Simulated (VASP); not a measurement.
# Ta (Im-3m) in VASP: further runs, part 2 of 2

VASP 6.6.1.

## Step 4: Relaxation of cell and atoms, PBEsol, target pressure 20 GPa, at which the enthalpy is minimised

This run uses another cell than the first one, of 18.01 Å³/atom, 1.107 times its volume.

INCAR reads:

```
SYSTEM = Ta
PREC = Accurate ; ENCUT = 600
EDIFF = 1E-7 ; ISMEAR = -1
SIGMA = 0.05 ; LREAL = .FALSE.
LASPH = .TRUE. ; NELM = 80
ALGO = Normal ; ISIF = 3
LWAVE = .FALSE. ; LCHARG = .FALSE.
GGA = PS ; IBRION = 2
NSW = 80 ; EDIFFG = -0.01
PSTRESS = 200.0
```

KPOINTS reads:

```
Automatic mesh
0
G
  11 11 11
  0 0 0
```

POSCAR reads:

```
Ta
1.0
   -1.6512800000      1.6512800000      1.6512800000
    1.6512800000     -1.6512800000      1.6512800000
    1.6512800000      1.6512800000     -1.6512800000
Ta
1
Direct
    0.0000000000      0.0000000000      0.0000000000
```

Potentials or basis: VASP PAW PBE potentials, release 64 (Ta_pv).

The run is started by

```
$ cat potpaw_PBE.64/Ta_pv/POTCAR > POTCAR
$ mpirun -np 1 vasp_std > vasp.out
```

OUTCAR:

```text
SYSTEM = Ta
   PREC = Accurate
   ENCUT = 600
   EDIFF = 1E-7
   ISMEAR = -1
   LREAL = .FALSE.
   LASPH = .TRUE.
   NELM = 80
   ISIF = 3
   GGA = PS
   IBRION = 2
   NSW = 80
   EDIFFG = -0.01
   PSTRESS = 200.0

 ion  position               nearest neighbor table
   1  0.000  0.000  0.000-

  LATTYP: Found a body centered cubic cell.
 ALAT       =     3.3025600000

  Lattice vectors:

 A1 = (  -1.6512800000,   1.6512800000,   1.6512800000)
 A2 = (   1.6512800000,  -1.6512800000,   1.6512800000)
 A3 = (   1.6512800000,   1.6512800000,  -1.6512800000)

Analysis of symmetry for initial positions (statically):
=====================================================================
 Subroutine PRICEL returns:
 Original cell was already a primitive cell.

 Routine SETGRP: Setting up the symmetry group for a
[... 320 lines left out ...]
  free energy    TOTEN  =       -12.48368386 eV

  energy without entropy =      -12.47690844  energy(sigma->0) =      -12.48029615

 E-fermi :   6.1339     XC(G=0): -13.2455

 val. band max:        6.1255605266   @ k =  -0.4545  -0.4545   0.0909
 cond. band min:       6.1834253443   @ k =  -0.1818   0.2727   0.0909
 fundamental gap:      0.0578648177
 Fermi energy:         6.1338740011

 k-point     1 :       0.0000    0.0000    0.0000
  band No.  band energies     occupation
      1     -26.4834      2.00000
      2     -26.4834      2.00000
      3     -26.4834      2.00000
      4      -2.1489      2.00000
      5       6.8498      0.00000
      6       6.8498      0.00000
      7       6.8498      0.00000
      8      10.4869      0.00000
      9      10.4869      0.00000
[... 265 lines left out ...]
 k-point    24 :       0.3636    0.1818    0.0909
  band No.  band energies     occupation
      1     -27.8269      2.00000
      2     -27.2255      2.00000
      3     -26.7570      2.00000
      4       3.0372      2.00000
      5       4.3315      2.00000
      6       6.4057      0.00867
      7      11.0478      0.00000
      8      11.7066      0.00000
      9      16.4999      0.00000

 [... further k-points ...]
[... 5 lines left out ...]
  --------------------------------------------------------------------------------------
  -------------------------------------------------------------------------------------
  Total        2.0364956      2.0364956      2.0364956      0.0000000     -0.0000000      0.0000000
  in kB      200.0239147    200.0239147    200.0239147      0.0000000     -0.0000000      0.0000000
  external PRESSURE =       0.0239147 kB  Pullay stress =     200.0000000 kB
[... 20 lines left out ...]
  energy  without entropy=      -12.4769084384  energy(sigma->0) =      -12.48029615

  enthalpy is  TOTEN    =       -10.4474316918 eV   P V=        2.0362521638

 reached required accuracy - stopping structural energy minimisation
```

CONTCAR:

```text
Ta
   1.00000000000000
    -1.5976588571547272    1.5976588571547272    1.5976588571547272
     1.5976588571547272   -1.5976588571547272    1.5976588571547272
     1.5976588571547272    1.5976588571547272   -1.5976588571547272
  Ta
     1
Direct
     0.0000000000000000    0.0000000000000000    0.0000000000000000

  0.00000000E+00  0.00000000E+00  0.00000000E+00
```

Wall time 30 s (1 thread of AMD EPYC 7R13 (Zen 3), shared host); peak memory 0.12 GiB.

Results:

```
Free energy                                            : -12.4837 eV
Relaxed volume                                         : 16.31 Å³/atom
Relaxed cell                                           : a = 2.767 Å, b = 2.767 Å, c = 2.767 Å, α = 109.47°, β = 109.47°, γ = 109.47°
Space group after relaxing (to 0.05 Å)                 : Im-3m (No. 229)
Energy change on relaxing (the enthalpy is what falls) : +73.0 meV/atom
Ionic steps                                            : 5
Pressure after relaxing                                : 20.0 GPa
```

Step by step:
```
step  energy change (eV)  largest force (eV/Å)  pressure (GPa)  volume (Å³)
   1              0.0000                0.0000           -4.16        18.01
   2              2.3874                0.0000          175.86        11.82
   3              0.0457                0.0000           15.70        16.56
   4              0.0669                0.0000           19.10        16.36
   5              0.0730                0.0000           20.00        16.31
```

Final structure:
```
CELL_PARAMETERS angstrom
-1.59766 1.59766 1.59766
1.59766 -1.59766 1.59766
1.59766 1.59766 -1.59766
ATOMIC_POSITIONS crystal
Ta 0.00000 0.00000 0.00000
```

Levels at points of the mesh, in eV from the Fermi level:
| k point | band 1 | band 2 | band 3 | band 4 | band 5 | band 6 | band 7 | band 8 | band 9 |
| --- | --- | --- | --- | --- | --- | --- | --- | --- | --- |
| (0.00, 0.00, 0.00) | -32.62 | -32.62 | -32.62 | -8.28 | 0.72 | 0.72 | 0.72 | 4.35 | 4.35 |

Caveat: the cell is relaxed towards a set pressure, so the enthalpy falls and the energy may rise; the PAW data sets were made with another functional, which shifts forces and pressure a little; spin-orbit coupling is left out, which moves the levels of the heavy elements.

## Step 5: The runs side by side

| task | cell | cutoff (eV) | gap on the mesh (eV) | pressure (GPa) |
| --- | --- | --- | --- | --- |
| single point | a = 2.765 Å, angles 109.5°, 1 atom | 520 | none | 20.7 |
| single point | a = 2.839 Å, angles 109.5°, 1 atom | 520 | none | 0.3 |
| relaxation of cell and atoms | relaxed to 20 GPa from a = 2.860 Å, angles 109.5°, 1 atom | 600 | none | 20.0 |

Alike in all rows: level PBEsol; potentials or basis VASP PAW PBE potentials, release 64 (Ta_pv); no spin polarisation; k mesh 11 × 11 × 11; smearing fermi-dirac 0.05 eV.

Caveats: the PAW data sets were made with another functional, which shifts forces and pressure a little; spin-orbit coupling is left out, which moves the levels of the heavy elements; the cell is relaxed towards a set pressure, so the enthalpy falls and the energy may rise (some runs).

Absolute energies hang on the potentials; compare differences alone.
